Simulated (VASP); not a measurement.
# CeO2 (Fm-3m) in VASP: a series of runs, part 2 of 2

VASP 6.6.1. Earlier steps stand in the parts before.

### Step 5. Single point, PBE (14.82 Å³/atom)

This run uses another cell than the first one, of 14.82 Å³/atom.

INCAR reads:

```
SYSTEM = CeO2
  PREC = Accurate
  ENCUT = 520
  EDIFF = 1E-6
  ISMEAR = 0
  SIGMA = 0.02
  LREAL = .False.
  LASPH = .True.
  NELM = 100
  ALGO = Normal
  ISIF = 2
  LWAVE = .False.
  LCHARG = .False.
  GGA = PE
  NBANDS = 19
```

KPOINTS reads:

```
Automatic mesh
0
Gamma
  10 10 10
  0 0 0
```

POSCAR reads:

```
CeO2
1.0
    0.0000000000      2.8115726438      2.8115726438
    2.8115726438      0.0000000000      2.8115726438
    2.8115726438      2.8115726438      0.0000000000
Ce O
1 2
Direct
    0.0000000000      0.0000000000      0.0000000000
    0.2500000000      0.2500000000      0.2500000000
    0.7500000000      0.7500000000      0.7500000000
```

Potentials or basis: VASP PAW PBE potentials, release 64 (Ce, O).

Run with:

```sh
$ cat potpaw_PBE.64/Ce/POTCAR potpaw_PBE.64/O/POTCAR > POTCAR
$ mpirun -np 1 vasp_std > vasp.out
```

OUTCAR:

```text
SYSTEM = CeO2
   PREC = Accurate
   ENCUT = 520
   EDIFF = 1E-6
   ISMEAR = 0
   LREAL = .False.
   LASPH = .True.
   NELM = 100
   ISIF = 2
   GGA = PE

 ion  position               nearest neighbor table
   1  0.000  0.000  0.000-   3 2.43   3 2.43   3 2.43   2 2.43   3 2.43   2 2.43   2 2.43   2 2.43

   2  0.250  0.250  0.250-   1 2.43   1 2.43   1 2.43   1 2.43
   3  0.750  0.750  0.750-   1 2.43   1 2.43   1 2.43   1 2.43

  LATTYP: Found a face centered cubic cell.
 ALAT       =     5.6231452876

  Lattice vectors:

 A1 = (   0.0000000000,   2.8115726438,   2.8115726438)
 A2 = (   2.8115726438,   0.0000000000,   2.8115726438)
 A3 = (   2.8115726438,   2.8115726438,   0.0000000000)

Analysis of symmetry for initial positions (statically):
=====================================================================
 Subroutine PRICEL returns:
 Original cell was already a primitive cell.

 Routine SETGRP: Setting up the symmetry group for a
 face centered cubic supercell.

 Subroutine GETGRP returns: Found 48 space group operations
 (whereof 48 operations were pure point group operations)
 out of a pool of 48 trial point group operations.

The static configuration has the point symmetry O_h .
[... 163 lines left out ...]

 E-fermi :   4.2930     XC(G=0): -10.7118

 val. band max:        4.1811513495   @ k =  -0.3000   0.3000   0.0000
 cond. band min:       5.8242748922   @ k =   0.5000   0.0000   0.0000
 fundamental gap:      1.6431235427
 Fermi energy:         4.2929870036

 k-point     1 :       0.0000    0.0000    0.0000
  band No.  band energies     occupation
      1     -28.4611      2.00000
      2     -11.8528      2.00000
      3     -10.9368      2.00000
      4     -10.7094      2.00000
      5     -10.7094      2.00000
      6     -10.7094      2.00000
[... 505 lines left out ...]
      6      -8.5191      2.00000
[... 11 lines left out ...]
     18       6.3268      0.00000
     19       6.5962      0.00000

 [... further k-points ...]

------------------------ aborting loop because EDIFF is reached ----------------------------------------

  FORCE on cell =-STRESS in cart. coord.  units (eV):
  Direction    XX          YY          ZZ          XY          YZ          ZX
  --------------------------------------------------------------------------------------
  -------------------------------------------------------------------------------------
  Total       -3.4401510     -3.4401510     -3.4401510     -0.0000000      0.0000000      0.0000000
  in kB     -123.9967115   -123.9967115   -123.9967115     -0.0000000      0.0000000      0.0000000
  external PRESSURE =    -123.9967115 kB  Pullay stress =       0.0000000 kB

 VOLUME and BASIS-vectors are now :
 -----------------------------------------------------------------------------
  energy-cutoff  :      520.00
  volume of cell :       44.45
      direct lattice vectors                 reciprocal lattice vectors
     0.000000000  2.811572644  2.811572644    -0.177836415  0.177836415  0.177836415
     2.811572644  0.000000000  2.811572644     0.177836415 -0.177836415  0.177836415
     2.811572644  2.811572644  0.000000000     0.177836415  0.177836415 -0.177836415

 POSITION                                       TOTAL-FORCE (eV/Angst)
 -----------------------------------------------------------------------------------
      0.00000      0.00000      0.00000         0.000000      0.000000      0.000000
      1.40579      1.40579      1.40579        -0.000000     -0.000000     -0.000000
      4.21736      4.21736      4.21736        -0.000000      0.000000      0.000000
 -----------------------------------------------------------------------------------
    total drift:                                0.000000     -0.000000      0.000000

  FREE ENERGIE OF THE ION-ELECTRON SYSTEM (eV)
  ---------------------------------------------------
  free  energy   TOTEN  =       -26.0828390270 eV

  energy  without entropy=      -26.0828390270  energy(sigma->0) =      -26.08283903
```

OSZICAR:

```text
N       E                     dE             d eps       ncg     rms          rms(c)
DAV:   1     0.234526479914E+03    0.23453E+03   -0.11173E+04  1802   0.163E+03
[... 14 lines left out ...]
DAV:  16    -0.260844022642E+02    0.63171E-02   -0.71858E-03  2064   0.114E+00    0.646E-01
DAV:  17    -0.260828790395E+02    0.15232E-02   -0.28149E-03  2529   0.692E-01    0.291E-01
DAV:  18    -0.260828494380E+02    0.29602E-04   -0.28731E-04  2395   0.136E-01    0.171E-01
DAV:  19    -0.260828482611E+02    0.11769E-05   -0.16601E-05  3043   0.229E-02    0.957E-02
DAV:  20    -0.260828533148E+02   -0.50537E-05   -0.90813E-06  1994   0.399E-02    0.659E-02
DAV:  21    -0.260828390718E+02    0.14243E-04   -0.23133E-05  1994   0.697E-02    0.141E-02
DAV:  22    -0.260828390270E+02    0.44854E-07   -0.14901E-06  1346   0.995E-03
   1 F= -.26082839E+02 E0= -.26082839E+02  d E =-.356568E-17
```

It took 2.1 min on 1 thread of Intel Xeon 8259CL, shared host; peak memory 0.21 GiB.

Results:

```
Free energy            : -26.0828 eV
Pressure               : -12.4 GPa
Band gap on the k mesh : 1.64 eV (least direct gap 1.70 eV)
```

Levels at points of the mesh, in eV from the valence-band top:
```
           k point  band 8  band 9  band 10  band 11  band 12  band 13  band 14  band 15  band 16  band 17
(0.00, 0.00, 0.00)   -3.23   -3.23    -0.43    -0.43    -0.43     1.89     1.89     1.89     2.06     2.45
(0.50, 0.00, 0.00)   -2.44   -1.15    -1.06    -0.69    -0.69     1.64     1.78     1.78     1.90     2.31
(0.50, 0.50, 0.00)   -1.17   -1.17    -0.55    -0.55    -0.43     1.68     1.74     1.74     1.85     2.14
```

Caveat: the cell stands under tension; spin-orbit coupling is left out, which moves the levels of the heavy elements; semilocal functionals describe open f shells poorly, which spoils levels, moments and volumes. Spin polarisation is off, so any magnetic state and its effect on volume and gap are missing.

### Step 6. The runs side by side

| cell | gap on the mesh (eV) | pressure (GPa) |
| --- | --- | --- |
| a = 3.864 Å, angles 60.0°, 3 atoms | 1.89 | 0.0 |
| a = 3.902 Å, angles 60.0°, 3 atoms | 1.80 | -4.7 |
| a = 3.939 Å, angles 60.0°, 3 atoms | 1.72 | -8.9 |
| a = 3.976 Å, angles 60.0°, 3 atoms | 1.64 | -12.4 |

Alike in all rows: task single point; level PBE; potentials or basis VASP PAW PBE potentials, release 64 (Ce, O); no spin polarisation; k mesh 10 × 10 × 10; cutoff (eV) 520; smearing gaussian 0.02 eV.

Caveats: spin-orbit coupling is left out, which moves the levels of the heavy elements; semilocal functionals describe open f shells poorly, which spoils levels, moments and volumes; the cell stands under tension (at least some runs).

Absolute energies hang on the potentials; compare differences alone.
